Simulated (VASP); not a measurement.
# BiOs (Fm-3m) in VASP: settings compared

The runs below take BiOs through single point, with PBE, r2SCAN.

Program: VASP 6.6.1. These are calculated values, not measurements. Logs are shortened: lines on timing, memory, paths and dates and some standing lists are left out, and cuts for length are marked.

## 1. The cell of the first run

Symmetry: Fm-3m, No. 225, cubic system. Conventional cell: a = 5.542 Å, b = 5.542 Å, c = 5.542 Å, α = 90.00°, β = 90.00°, γ = 90.00°. Within 3.7 Å of Os (site symmetry m-3m) lie 6 Bi at 2.77 Å. Within 3.7 Å of Bi (site symmetry m-3m) lie 6 Os at 2.77 Å.

## 2. Single point, PBE

Input file INCAR:

```
SYSTEM = BiOs
  PREC = Accurate
  ENCUT = 520
  EDIFF = 1E-6
  ISMEAR = 0
  SIGMA = 0.05
  LREAL = .FALSE.
  LASPH = .TRUE.
  NELM = 60
  ALGO = Normal
  ISIF = 2
  LWAVE = .FALSE.
  LCHARG = .FALSE.
  GGA = PE
  NBANDS = 18
```

Input file KPOINTS:

```
Automatic mesh
0
G
  10 10 10
  0 0 0
```

Input file POSCAR:

```
BiOs
1.0
    0.0000000000      2.7711725952      2.7711725952
    2.7711725952      0.0000000000      2.7711725952
    2.7711725952      2.7711725952      0.0000000000
Os Bi
1 1
Direct
    0.5000000000      0.5000000000      0.5000000000
    0.0000000000      0.0000000000      0.0000000000
```

Potentials or basis: VASP PAW PBE potentials, release 64 (Os, Bi_d).

Started as:

```bash
$ cat potpaw_PBE.64/Os/POTCAR potpaw_PBE.64/Bi_d/POTCAR > POTCAR
$ mpirun -np 1 vasp_std > vasp.out
```

OUTCAR:

```text
SYSTEM = BiOs
   PREC = Accurate
   ENCUT = 520
   EDIFF = 1E-6
   ISMEAR = 0
   LREAL = .FALSE.
   LASPH = .TRUE.
   NELM = 60
   ISIF = 2
   GGA = PE

 ion  position               nearest neighbor table
   1  0.500  0.500  0.500-   2 2.77   2 2.77   2 2.77   2 2.77   2 2.77   2 2.77
   2  0.000  0.000  0.000-   1 2.77   1 2.77   1 2.77   1 2.77   1 2.77   1 2.77

  LATTYP: Found a face centered cubic cell.
 ALAT       =     5.5423451904

  Lattice vectors:

 A1 = (   0.0000000000,   2.7711725952,   2.7711725952)
 A2 = (   2.7711725952,   0.0000000000,   2.7711725952)
 A3 = (   2.7711725952,   2.7711725952,   0.0000000000)

Analysis of symmetry for initial positions (statically):
=====================================================================
 Subroutine PRICEL returns:
 Original cell was already a primitive cell.

 Routine SETGRP: Setting up the symmetry group for a
 face centered cubic supercell.

 Subroutine GETGRP returns: Found 48 space group operations
 (whereof 48 operations were pure point group operations)
 out of a pool of 48 trial point group operations.

The static configuration has the point symmetry O_h .

Analysis of symmetry for dynamics (positions and initial velocities):
=====================================================================
 Subroutine PRICEL returns:
 Original cell was already a primitive cell.

 Routine SETGRP: Setting up the symmetry group for a
 face centered cubic supercell.

 Subroutine GETGRP returns: Found 48 space group operations
 (whereof 48 operations were pure point group operations)
 out of a pool of 48 trial point group operations.

The dynamic configuration has the point symmetry O_h .

 Subroutine INISYM returns: Found 48 space group operations
 (whereof 48 operations are pure point group operations),
 and found     1 'primitive' translations

----------------------------------------------------------------------------------------

                                     Primitive cell

  volume of cell :      42.5619

  direct lattice vectors                    reciprocal lattice vectors
     0.000000000  2.771172595  2.771172595    -0.180429036  0.180429036  0.180429036
     2.771172595  0.000000000  2.771172595     0.180429036 -0.180429036  0.180429036
     2.771172595  2.771172595  0.000000000     0.180429036  0.180429036 -0.180429036

  length of vectors
     3.919029868  3.919029868  3.919029868     0.312512258  0.312512258  0.312512258

  position of ions in fractional coordinates (direct lattice)
     0.500000000  0.500000000  0.500000000
     0.000000000  0.000000000  0.000000000

  ion indices of the primitive-cell ions
   primitive index   ion index
                 1           1
                 2           2

----------------------------------------------------------------------------------------

 KPOINTS: Automatic mesh

Automatic generation of k-mesh.
 Grid dimensions read from file:
 generate k-points for:   10   10   10

 Generating k-lattice:

  Cartesian coordinates                     Fractional coordinates (reciprocal lattice)
    -0.018042904  0.018042904  0.018042904     0.100000000  0.000000000  0.000000000
     0.018042904 -0.018042904  0.018042904     0.000000000  0.100000000  0.000000000
     0.018042904  0.018042904 -0.018042904     0.000000000  0.000000000  0.100000000

  Length of vectors
     0.031251226  0.031251226  0.031251226

  Shift w.r.t. Gamma in fractional coordinates (k-lattice)
     0.000000000  0.000000000  0.000000000

 Subroutine IBZKPT returns following result:
 ===========================================

 Found     47 irreducible k-points:

 Following reciprocal coordinates:
            Coordinates               Weight
  0.000000  0.000000  0.000000      1.000000
  0.100000  0.000000  0.000000      8.000000
  0.200000  0.000000  0.000000      8.000000
  0.300000  0.000000  0.000000      8.000000
  0.400000  0.000000  0.000000      8.000000
  0.500000  0.000000  0.000000      4.000000
[... 16 lines left out ...]
  0.300000  0.300000  0.000000      6.000000
  0.400000  0.300000  0.000000     24.000000
 [... further k-points ...]
   k-points           NKPTS =     47   k-points in BZ     NKDIM =     47   number of bands    NBANDS=     18
   number of dos      NEDOS =    301   number of ions     NIONS =      2
   total plane-waves  NPLWV =  27000
   dimension x,y,z NGX =    30 NGY =   30 NGZ =   30
   dimension x,y,z NGXF=    60 NGYF=   60 NGZF=   60
   ions per type =               1   1
   NGX,Y,Z   is equivalent  to a cutoff of  12.73, 12.73, 12.73 a.u.
   NGXF,Y,Z  is equivalent  to a cutoff of  25.45, 25.45, 25.45 a.u.
 SYSTEM =  BiOs
   PREC   = accura    normal or accurate (medium, high low for compatibility)
   ISTART =      0    job   : 0-new  1-cont  2-samecut
   ICHARG =      2    charge: 1-file 2-atom 10-const
   ISPIN  =      1    spin polarized calculation?
   LNONCOLLINEAR =      F non collinear calculations
   LSORBIT =      F    spin-orbit coupling
   LASPH  =      T    aspherical Exc in radial PAW
   ENCUT  =  520.0 eV  38.22 Ry    6.18 a.u.   7.29  7.29  7.29*2*pi/ulx,y,z
   NELM   =     60;   NELMIN=  2; NELMDL= -5     # of ELM steps
   EDIFF  = 0.1E-05   stopping-criterion for ELM
   LREAL  =      F    real-space projection
   EDIFFG = 0.1E-04   stopping-criterion for IOM
   NSW    =      0    number of steps for IOM
   IBRION =     -1    ionic relax: 0-MD 1-quasi-New 2-CG
   NFREE  =      0    steps in history (QN), initial steepest desc. (CG)
   ISIF   =      2    stress and relaxation
   ISYM   =      2    0-nonsym 1-usesym 2-fastsym
   POTIM  = 0.5000    time-step for ionic-motion
   TEBEG  =    0.0;   TEEND  =   0.0 temperature during run
   PSTRESS=    0.0 pullay stress
   NELECT =      23.0000    total number of electrons
   NUPDOWN=      -1.0000    fix difference up-down
   EMIN   =  10.00;   EMAX   =-10.00  energy-range for DOS
   EFERMI =   0.00;   METHOD = LEGACY
   ISMEAR =     0;   SIGMA  =   0.05  broadening in eV -4-tet -1-fermi 0-gaus
   EFERMI_NEDOS =   21; number of points for ismear=-14 and -15
   IALGO  =     38    algorithm
   IMIX   =      4    mixing-type and parameters
     AMIX     =   0.40;   BMIX     =  1.00
     AMIX_MAG =   1.60;   BMIX_MAG =  1.00
  volume/ion in A,a.u.               =      21.28       143.61
  Fermi-wavevector in a.u.,A,eV,Ry     =   1.333451  2.519858 24.192420  1.778093
  Thomas-Fermi vector in A             =   2.462309
   LORBIT       =      0    0 simple, 1 ext, 2 COOP (PROOUT), +10 PAW based schemes
   GGA     = PE    functional components
   LHFCALC =     F    Hartree Fock is set to
   AEXX    =    0.0000 exact exchange contribution
   IVDW    =     0    specifies the selected vdW correction
   LEPSILON=     F    determine dielectric tensor
   LRPA    =     F    only Hartree local field effects (RPA)
 non-spin polarized calculation
 Gauss-broadening in eV      SIGMA  =   0.05
  energy-cutoff  :      520.00
  volume of cell :       42.56
 maximum number of plane-waves:      1167
 NGX is ok and might be reduce to    30
   NGX = 15   NGY = 15   NGZ = 15

 number of electron      23.0000005 magnetization

 Free energy of the ion-electron system (eV)
  ---------------------------------------------------
  ext. energy  EPLUGINS =         0.00000000
  ---------------------------------------------------
  free energy    TOTEN  =       -12.33411813 eV

  energy without entropy =      -12.32967730  energy(sigma->0) =      -12.33189771

 E-fermi :   8.3788     XC(G=0): -11.8181

 val. band max:        8.3738820969   @ k =   0.2000   0.0000   0.0000
 cond. band min:       8.3838269068   @ k =   0.4000   0.2000   0.0000
 fundamental gap:      0.0099448100
 Fermi energy:         8.3788378747

 k-point     1 :       0.0000    0.0000    0.0000
  band No.  band energies     occupation
      1     -14.4086      2.00000
      2     -14.4086      2.00000
      3     -14.3212      2.00000
      4     -14.3212      2.00000
      5     -14.3212      2.00000
      6      -4.8509      2.00000
[... 10 lines left out ...]
     17      19.4617      0.00000
     18      19.4617      0.00000

 k-point     2 :       0.1000    0.0000    0.0000
  band No.  band energies     occupation
      1     -14.4039      2.00000
      2     -14.4039      2.00000
      3     -14.3195      2.00000
      4     -14.3173      2.00000
      5     -14.3173      2.00000
      6      -4.7042      2.00000
[... 10 lines left out ...]
     17      18.5211      0.00000
     18      18.9945      0.00000

 k-point     3 :       0.2000    0.0000    0.0000
  band No.  band energies     occupation
      1     -14.3921      2.00000
      2     -14.3921      2.00000
      3     -14.3150      2.00000
      4     -14.3063      2.00000
      5     -14.3063      2.00000
      6      -4.2777      2.00000
[... 10 lines left out ...]
     17      17.9393      0.00000
     18      17.9903      0.00000

 k-point     4 :       0.3000    0.0000    0.0000
  band No.  band energies     occupation
      1     -14.3787      2.00000
      2     -14.3787      2.00000
      3     -14.3095      2.00000
      4     -14.2913      2.00000
      5     -14.2913      2.00000
      6      -3.6250      2.00000
[... 375 lines left out ...]
      4     -14.2937      2.00000
      5     -14.2850      2.00000
      6      -3.4674      2.00000
[... 10 lines left out ...]
     17      16.9064      0.00000
     18      18.4252      0.00000

 k-point    23 :       0.3000    0.3000    0.0000
  band No.  band energies     occupation
      1     -14.3918      2.00000
      2     -14.3878      2.00000
      3     -14.3399      2.00000
      4     -14.2716      2.00000
      5     -14.2716      2.00000
      6      -3.4658      2.00000
[... 10 lines left out ...]
     17      19.9875      0.00000
     18      19.9875      0.00000

 k-point    24 :       0.4000    0.3000    0.0000
  band No.  band energies     occupation
      1     -14.3979      2.00000
      2     -14.3809      2.00000
      3     -14.3390      2.00000
      4     -14.2640      2.00000
      5     -14.2624      2.00000
      6      -3.1046      2.00000
[... 10 lines left out ...]
     17      19.9782      0.00000
     18      20.2744      0.00000

 [... further k-points ...]

------------------------ aborting loop because EDIFF is reached ----------------------------------------

  FORCE on cell =-STRESS in cart. coord.  units (eV):
  Direction    XX          YY          ZZ          XY          YZ          ZX
  --------------------------------------------------------------------------------------
  -------------------------------------------------------------------------------------
  Total        0.9704044      0.9704044      0.9704044     -0.0000000      0.0000000      0.0000000
  in kB       36.5294056     36.5294056     36.5294056     -0.0000000      0.0000000      0.0000000
  external PRESSURE =      36.5294056 kB  Pullay stress =       0.0000000 kB

 VOLUME and BASIS-vectors are now :
 -----------------------------------------------------------------------------
  energy-cutoff  :      520.00
  volume of cell :       42.56
      direct lattice vectors                 reciprocal lattice vectors
     0.000000000  2.771172595  2.771172595    -0.180429036  0.180429036  0.180429036
     2.771172595  0.000000000  2.771172595     0.180429036 -0.180429036  0.180429036
     2.771172595  2.771172595  0.000000000     0.180429036  0.180429036 -0.180429036

 POSITION                                       TOTAL-FORCE (eV/Angst)
 -----------------------------------------------------------------------------------
      2.77117      2.77117      2.77117         0.000000      0.000000     -0.000000
      0.00000      0.00000      0.00000        -0.000000     -0.000000      0.000000
 -----------------------------------------------------------------------------------
    total drift:                               -0.000000      0.000000      0.000000

  FREE ENERGIE OF THE ION-ELECTRON SYSTEM (eV)
  ---------------------------------------------------
  free  energy   TOTEN  =       -12.3341181282 eV

  energy  without entropy=      -12.3296772985  energy(sigma->0) =      -12.33189771
```

Wall time 20 s (1 thread of Intel Xeon 6975P-C (Granite Rapids), shared host); peak memory 0.19 GiB.

What came out:

```
Free energy            : -12.3341 eV
Pressure               : 3.7 GPa
Band gap on the k mesh : zero (an odd number of electrons rules out a gap without spin polarisation)
```

Caveat: the cell stands under pressure; spin-orbit coupling is left out, which moves the levels of the heavy elements.

## 3. Single point, r2SCAN (20.43 Å³/atom)

This run uses another cell than the first one, of 20.43 Å³/atom.

Input file POSCAR:

```
BiOs
1.0
    0.0000000000      2.7337197257      2.7337197257
    2.7337197257      0.0000000000      2.7337197257
    2.7337197257      2.7337197257      0.0000000000
Os Bi
1 1
Direct
    0.5000000000      0.5000000000      0.5000000000
    0.0000000000      0.0000000000      0.0000000000
```

Input file INCAR.step1:

```
SYSTEM = BiOs
ALGO = Normal
EDIFF = 1E-4
ENCUT = 520
GGA = PE
ISMEAR = 0
LASPH = .TRUE.
LCHARG = .FALSE.
LREAL = .FALSE.
LWAVE = .TRUE.
NBANDS = 18
NELM = 60
PREC = Accurate
SIGMA = 0.05
```

Input file INCAR.step2:

```
SYSTEM = BiOs
ALGO = Normal
EDIFF = 1E-6
ENCUT = 520
ISIF = 2
ISMEAR = 0
ISTART = 1
LASPH = .TRUE.
LCHARG = .TRUE.
LELF = .TRUE.
LMIXTAU = .TRUE.
LREAL = .FALSE.
LVHAR = .TRUE.
LWAVE = .FALSE.
METAGGA = R2SCAN
NBANDS = 18
NELM = 60
PREC = Accurate
SIGMA = 0.05
```

Input file KPOINTS:

```
k-points
0
G
  10 10 10
  0 0 0
```

Potentials or basis: VASP PAW PBE potentials, release 64 (Os, Bi_d).

Started as:

```bash
$ cat potpaw_PBE.64/Os/POTCAR potpaw_PBE.64/Bi_d/POTCAR > POTCAR
$ cp INCAR.step1 INCAR
$ mpirun -np 1 vasp_std > vasp.out
$ cp INCAR.step2 INCAR
$ mpirun -np 1 vasp_std > vasp.out
```

OUTCAR:

```text
SYSTEM = BiOs
   EDIFF = 1E-6
   ENCUT = 520
   ISIF = 2
   ISMEAR = 0
   ISTART = 1
   LASPH = .TRUE.
   LREAL = .FALSE.
   METAGGA = R2SCAN
   NELM = 60
   PREC = Accurate

 ion  position               nearest neighbor table
   1  0.500  0.500  0.500-   2 2.73   2 2.73   2 2.73   2 2.73   2 2.73   2 2.73
   2  0.000  0.000  0.000-   1 2.73   1 2.73   1 2.73   1 2.73   1 2.73   1 2.73

  LATTYP: Found a face centered cubic cell.
 ALAT       =     5.4674394514

  Lattice vectors:

[... 693 lines left out ...]

  FORCE on cell =-STRESS in cart. coord.  units (eV):
  Direction    XX          YY          ZZ          XY          YZ          ZX
  --------------------------------------------------------------------------------------
  -------------------------------------------------------------------------------------
  Total        1.7951504      1.7951504      1.7951504      0.0000000      0.0000000     -0.0000000
  in kB       70.3913775     70.3913775     70.3913775      0.0000000      0.0000000     -0.0000000
  external PRESSURE =      70.3913775 kB  Pullay stress =       0.0000000 kB

 VOLUME and BASIS-vectors are now :
 -----------------------------------------------------------------------------
  energy-cutoff  :      520.00
  volume of cell :       40.86
      direct lattice vectors                 reciprocal lattice vectors
     0.000000000  2.733719726  2.733719726    -0.182900974  0.182900974  0.182900974
     2.733719726  0.000000000  2.733719726     0.182900974 -0.182900974  0.182900974
     2.733719726  2.733719726  0.000000000     0.182900974  0.182900974 -0.182900974

 POSITION                                       TOTAL-FORCE (eV/Angst)
 -----------------------------------------------------------------------------------
      2.73372      2.73372      2.73372        -0.000000      0.000000      0.000000
      0.00000      0.00000      0.00000         0.000000     -0.000000     -0.000000
 -----------------------------------------------------------------------------------
    total drift:                               -0.000000      0.000000      0.000000

  FREE ENERGIE OF THE ION-ELECTRON SYSTEM (eV)
  ---------------------------------------------------
  free  energy   TOTEN  =      -108.6392328460 eV

  energy  without entropy=     -108.6362456436  energy(sigma->0) =     -108.63773924
```

It took 84 s on 1 thread of Intel Xeon 6975P-C (Granite Rapids), shared host; peak memory 0.2 GiB.

Results:

- Free energy: -108.6392 eV
- Pressure: 7.0 GPa
- Band gap on the k mesh: zero (an odd number of electrons rules out a gap without spin polarisation)

Caveat: the cell stands under pressure; the PAW data sets were made with another functional, which shifts forces and pressure a little; spin-orbit coupling is left out, which moves the levels of the heavy elements.

(Part 1 of 2 ends here.)
